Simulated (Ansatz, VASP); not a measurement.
## One calculation of Ti, two programs

Contents of INCAR:

```
SYSTEM = Ti
PREC = Accurate
ENCUT = 520
EDIFF = 1E-6
ISMEAR = -1
SIGMA = 0.05
LREAL = .FALSE.
LASPH = .TRUE.
NELM = 80
ALGO = Normal
ISIF = 2
LWAVE = .FALSE.
LCHARG = .TRUE.
GGA = VW
LELF = .TRUE.
LVHAR = .TRUE.
NBANDS = 19
```

Contents of KPOINTS:

```
Automatic mesh
0
G
  10 10 6
  0 0 0
```

File POSCAR:

```
Ti
1.0
    2.9500000000      0.0000000000      0.0000000000
   -1.4750000000      2.5547749412      0.0000000000
    0.0000000000      0.0000000000      4.6800000000
Ti
2
Direct
    0.6666666667      0.3333333333      0.7500000000
    0.3333333333      0.6666666667      0.2500000000
```

input.yaml

```yaml
crystal:
  lattice:
    - [2.95, 0.0, 0.0]
    - [-1.475, 2.5547749412, 0.0]
    - [0.0, 0.0, 4.68]
  atoms:
    - { symbol: Ti, position: [0.6666666667, 0.3333333333, 0.75] }
    - { symbol: Ti, position: [0.3333333333, 0.6666666667, 0.25] }
hamiltonian:
  xc: { exchange: slater, correlation: vwn5 }
  pseudopotentials: { kind: paw }
kpoints:
  mp_grid: { grid: [10, 10, 6] }
  band_path:
    path:
      - [[0.0, 0.0, 0.0], [0.5, 0.0, 0.0], [0.3333333333, 0.3333333333, 0.0], [0.0, 0.0, 0.0], [0.0, 0.0, 0.5], [0.5, 0.0, 0.5], [0.3333333333, 0.3333333333, 0.5], [0.0, 0.0, 0.5]]
      - [[0.5, 0.0, 0.5], [0.5, 0.0, 0.0]]
      - [[0.3333333333, 0.3333333333, 0.0], [0.3333333333, 0.3333333333, 0.5]]
    npoints: 14
scf:
  occupations: { method: fermi_dirac, width: 0.05 }
  n_extra_bands: 6
output:
  forces: true
  stress: true
  eigenvalues: true
  fatbands: true
```

Alike in both runs: functional SVWN5; k mesh 10 × 10 × 6; occupations fermi-dirac, width 0.05 eV; no spin polarisation.

|  | VASP | Ansatz |
| --- | --- | --- |
| version | VASP 6.6.1 | Ansatz 0.2.0 |
| potentials or method | VASP PAW PBE potentials, release 64 (Ti_sv) | Ansatz PAW |
| plane-wave cutoff (eV) | 520 | 420 |
| valence electrons in the cell | 24 | 24 |
| task | single point | band structure |

VASP gave:

| Item | Value |
| --- | --- |
| gap on the k mesh at the Fermi level (eV) | none |
| pressure (GPa) | -10.0 |
| traceless stress, the component that is largest in VASP (GPa) | -0.48 |

**Question.** What did Ansatz give for the same quantities?

**Answer.** gap on the k mesh at the Fermi level (eV): none; pressure (GPa): -9.9; traceless stress, the component that is largest in VASP (GPa): -0.47.

VASP's potentials were made for PBE, not for SVWN5. A gap of «none» marks a metal or a gap that the smearing closes. The functional is the same, so the differences come from potentials, cutoffs and numerics.
